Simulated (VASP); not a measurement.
# C in VASP: single point with PBE

Aim: the single point of C with PBE.

All numbers are computed with VASP 6.6.1; they aren't measurements. Logs are shortened: lines on timing, memory, paths and dates and some standing lists are left out, and cuts for length are marked.

## (1) The cell of the first run

The cell holds a slab with vacuum, 2 atoms: a = 2.466 Å, b = 2.466 Å, c = 8.524 Å, α = 90.00°, β = 90.00°, γ = 120.00°.

## (2) Single point, PBE

File INCAR:

```
ALGO = Normal
EDIFF = 1E-6
ENCUT = 520
GGA = PE
ISIF = 2
ISMEAR = 0
LASPH = True
LCHARG = False
LREAL = False
LWAVE = False
NBANDS = 11
NELM = 80
PREC = Accurate
SIGMA = 0.15
```

File KPOINTS:

```
k-points
0
Gamma
  21 21 6
```

File POSCAR:

```
C
1.0
    2.4664689032      0.0000000000      0.0000000000
   -1.2332344516      2.1360247278      0.0000000000
    0.0000000000      0.0000000000      8.5238927791
C
2
Direct
    0.3333333333      0.6666666667      0.0000000000
    0.6666666667      0.3333333333      0.0000000000
```

Potentials or basis: VASP PAW PBE potentials, release 64 (C).

Command:

```
$ cat potpaw_PBE.64/C/POTCAR > POTCAR
$ mpirun -np 1 vasp_std > vasp.out
```

OUTCAR:

```text
EDIFF = 1E-6
   ENCUT = 520
   GGA = PE
   ISIF = 2
   ISMEAR = 0
   LASPH = True
   LREAL = False
   NELM = 80
   PREC = Accurate

 ion  position               nearest neighbor table
   1  0.333  0.667  0.000-   2 1.42   2 1.42   2 1.42
   2  0.667  0.333  0.000-   1 1.42   1 1.42   1 1.42

  LATTYP: Found a hexagonal cell.
 ALAT       =     2.4664689032
 C/A-ratio  =     3.4559092831

  Lattice vectors:

 A1 = (   2.4664689032,   0.0000000000,   0.0000000000)
 A2 = (  -1.2332344516,   2.1360247278,   0.0000000000)
 A3 = (   0.0000000000,   0.0000000000,   8.5238927791)

Analysis of symmetry for initial positions (statically):
=====================================================================
 Subroutine PRICEL returns:
 Original cell was already a primitive cell.

 Routine SETGRP: Setting up the symmetry group for a
 hexagonal supercell.

 Subroutine GETGRP returns: Found 24 space group operations
 (whereof 24 operations were pure point group operations)
 out of a pool of 24 trial point group operations.

The static configuration has the point symmetry D_6h.

Analysis of symmetry for dynamics (positions and initial velocities):
=====================================================================
 Subroutine PRICEL returns:
 Original cell was already a primitive cell.

 Routine SETGRP: Setting up the symmetry group for a
 hexagonal supercell.

 Subroutine GETGRP returns: Found 24 space group operations
 (whereof 24 operations were pure point group operations)
 out of a pool of 24 trial point group operations.

The dynamic configuration has the point symmetry D_6h.

 Subroutine INISYM returns: Found 24 space group operations
 (whereof 24 operations are pure point group operations),
 and found     1 'primitive' translations

----------------------------------------------------------------------------------------

                                     Primitive cell

  volume of cell :      44.9076

  direct lattice vectors                    reciprocal lattice vectors
     2.466468903  0.000000000  0.000000000     0.405437911  0.234079687  0.000000000
    -1.233234452  2.136024728  0.000000000     0.000000000  0.468159374  0.000000000
     0.000000000  0.000000000  8.523892779     0.000000000  0.000000000  0.117317290

  length of vectors
[... 80 lines left out ...]
   ENCUT  =  520.0 eV  38.22 Ry    6.18 a.u.   4.59  4.59 15.85*2*pi/ulx,y,z
   NELM   =     80;   NELMIN=  2; NELMDL= -5     # of ELM steps
   EDIFF  = 0.1E-05   stopping-criterion for ELM
   LREAL  =      F    real-space projection
   EDIFFG = 0.1E-04   stopping-criterion for IOM
   NSW    =      0    number of steps for IOM
   IBRION =     -1    ionic relax: 0-MD 1-quasi-New 2-CG
   NFREE  =      0    steps in history (QN), initial steepest desc. (CG)
   ISIF   =      2    stress and relaxation
   ISYM   =      2    0-nonsym 1-usesym 2-fastsym
   POTIM  = 0.5000    time-step for ionic-motion
   TEBEG  =    0.0;   TEEND  =   0.0 temperature during run
   PSTRESS=    0.0 pullay stress
   NELECT =       8.0000    total number of electrons
   NUPDOWN=      -1.0000    fix difference up-down
   EMIN   =  10.00;   EMAX   =-10.00  energy-range for DOS
   EFERMI =   0.00;   METHOD = LEGACY
   ISMEAR =     0;   SIGMA  =   0.15  broadening in eV -4-tet -1-fermi 0-gaus
   EFERMI_NEDOS =   21; number of points for ismear=-14 and -15
   IALGO  =     38    algorithm
   IMIX   =      4    mixing-type and parameters
     AMIX     =   0.40;   BMIX     =  1.00
     AMIX_MAG =   1.60;   BMIX_MAG =  1.00
  volume/ion in A,a.u.               =      22.45       151.53
  Fermi-wavevector in a.u.,A,eV,Ry     =   0.921152  1.740726 11.544841  0.848522
  Thomas-Fermi vector in A             =   2.046537
   LORBIT       =      0    0 simple, 1 ext, 2 COOP (PROOUT), +10 PAW based schemes
   GGA     = PE    functional components
   LHFCALC =     F    Hartree Fock is set to
   AEXX    =    0.0000 exact exchange contribution
   IVDW    =     0    specifies the selected vdW correction
   LEPSILON=     F    determine dielectric tensor
   LRPA    =     F    only Hartree local field effects (RPA)
 non-spin polarized calculation
 Gauss-broadening in eV      SIGMA  =   0.15
  energy-cutoff  :      520.00
  volume of cell :       44.91
 maximum number of plane-waves:      1231
   NGX =  9   NGY =  9   NGZ = 31

 number of electron       7.9999997 magnetization

 Free energy of the ion-electron system (eV)
  ---------------------------------------------------
  ext. energy  EPLUGINS =         0.00000000
  ---------------------------------------------------
  free energy    TOTEN  =       -18.45093631 eV

  energy without entropy =      -18.45016871  energy(sigma->0) =      -18.45055251

 E-fermi :  -0.7230     XC(G=0):  -4.9830

 val. band max:       -0.7230060744   @ k =   0.3333   0.3333   0.3333
 cond. band min:      -0.7229741419   @ k =   0.3333   0.3333   0.1667
 fundamental gap:      0.0000319325
 Fermi energy:        -0.7229893193

 k-point     1 :       0.0000    0.0000    0.0000
  band No.  band energies     occupation
      1     -20.2408      2.00000
      2      -8.3360      2.00000
      3      -3.7694      2.00000
      4      -3.7694      2.00000
      5       2.2655      0.00000
      6       4.5837      0.00000
      7       6.2770      0.00000
      8       7.5786      0.00000
      9       7.5786      0.00000
     10      10.6943      0.00000
     11      11.7551      0.00000
[... 309 lines left out ...]
 k-point    24 :       0.1905    0.0952    0.0000
  band No.  band energies     occupation
      1     -18.7533      2.00000
      2      -7.8997      2.00000
      3      -6.5813      2.00000
      4      -6.2447      2.00000
      5       4.3076      0.00000
      6       6.4330      0.00000
      7       6.6805      0.00000
      8       8.0386      0.00000
      9       8.4435      0.00000
     10      11.2300      0.00000
     11      14.4162      0.00000

 [... further k-points ...]
[... 5 lines left out ...]
  --------------------------------------------------------------------------------------
  -------------------------------------------------------------------------------------
  Total        0.0786715      0.0786715     -0.0099849      0.0000000     -0.0000000      0.0000000
  in kB        2.8067783      2.8067783     -0.3562323      0.0000000     -0.0000000      0.0000000
  external PRESSURE =       1.7524414 kB  Pullay stress =       0.0000000 kB

 VOLUME and BASIS-vectors are now :
 -----------------------------------------------------------------------------
  energy-cutoff  :      520.00
  volume of cell :       44.91
      direct lattice vectors                 reciprocal lattice vectors
     2.466468903  0.000000000  0.000000000     0.405437911  0.234079687  0.000000000
    -1.233234452  2.136024728  0.000000000     0.000000000  0.468159374  0.000000000
     0.000000000  0.000000000  8.523892779     0.000000000  0.000000000  0.117317290

 POSITION                                       TOTAL-FORCE (eV/Angst)
 -----------------------------------------------------------------------------------
     -0.00000      1.42402      0.00000        -0.000000      0.000000      0.000000
      1.23323      0.71201      0.00000         0.000000     -0.000000      0.000000
 -----------------------------------------------------------------------------------
    total drift:                                0.000000     -0.000000      0.000000

  FREE ENERGIE OF THE ION-ELECTRON SYSTEM (eV)
  ---------------------------------------------------
  free  energy   TOTEN  =       -18.4509363127 eV

  energy  without entropy=      -18.4501687079  energy(sigma->0) =      -18.45055251
```

stdout:

```text
POSCAR found type information on POSCAR C
 POSCAR found :  1 types and       2 ions
 scaLAPACK will be used
 LDA part: xc-table for (Slater+PW92), standard interpolation
 POSCAR, INCAR and KPOINTS ok, starting setup
 FFT: planning ... GRIDC
 FFT: planning ... GRID_SOFT
 FFT: planning ... GRID
 WAVECAR not read
 entering main loop
```

Run time: 1.7 min. Hardware: 1 thread of Intel Xeon 8259CL, shared host; peak memory 0.2 GiB.

Results:

| Item | Value |
| --- | --- |
| Free energy | -18.4509 eV |
| Band gap on the k mesh | zero (filled and empty bands touch) |

Levels at points of the mesh, in eV from the Fermi level:
```tsv
k point	band 1	band 2	band 3	band 4	band 5	band 6	band 7	band 8
(0.00, 0.00, 0.00)	-19.52	-7.61	-3.05	-3.05	2.99	5.31	7.00	8.30
(0.00, 0.00, 0.50)	-19.52	-7.61	-3.05	-3.05	3.73	3.77	8.30	8.30
```
